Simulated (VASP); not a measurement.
A run of VASP 6.6.1 is set up as follows.

INCAR

```
SYSTEM = W
ALGO     = Fast           ! electronic algorithm
EDIFF    = 1E-6           ! SCF threshold, eV
ENCUT    = 520            ! plane-wave cutoff, eV
GGA      = PE             ! functional
ISIF     = 2              ! what is computed and relaxed
ISMEAR   = 0              ! smearing method
LASPH    = .TRUE.         ! aspherical terms in the spheres
LCHARG   = .TRUE.         ! write CHGCAR
LELF     = .TRUE.         ! ELF
LREAL    = .FALSE.        ! projectors in reciprocal space
LVHAR    = .TRUE.       
LWAVE    = .FALSE.        ! write WAVECAR
NBANDS   = 13             ! bands
NELM     = 100            ! most SCF steps
PREC     = Accurate       ! precision mode
SIGMA    = 0.15           ! smearing width, eV
```

File KPOINTS:

```
k-points
0
G
  24 24 24
  0 0 0
```

The input POSCAR:

```
W
1.0
   -1.5473513207      1.5473513207      1.7020864528
    1.5473513207     -1.5473513207      1.7020864528
    1.5473513207      1.5473513207     -1.7020864528
W
1
Direct
    0.0000000000      0.0000000000      0.0000000000
```

Potentials or basis: VASP PAW PBE potentials, release 64 (W_sv).

Launch:

```sh
$ cat potpaw_PBE.64/W_sv/POTCAR > POTCAR
$ mpirun -np 1 vasp_std > vasp.out
```

Problem. Estimate the band gap on the k mesh.

Solution. Zero (bands 7 and 8 overlap by 5.68 eV).

Problem. Estimate the pressure.

Solution. -1.4 GPa.

Stress tensor (GPa, compression positive):
```
  6.86   0.00   0.00
  0.00   6.86   0.00
  0.00   0.00 -17.79
```

Caveat: the stress differs along the axes, from -18 to 7 GPa; spin-orbit coupling is left out, which moves the levels of the heavy elements.
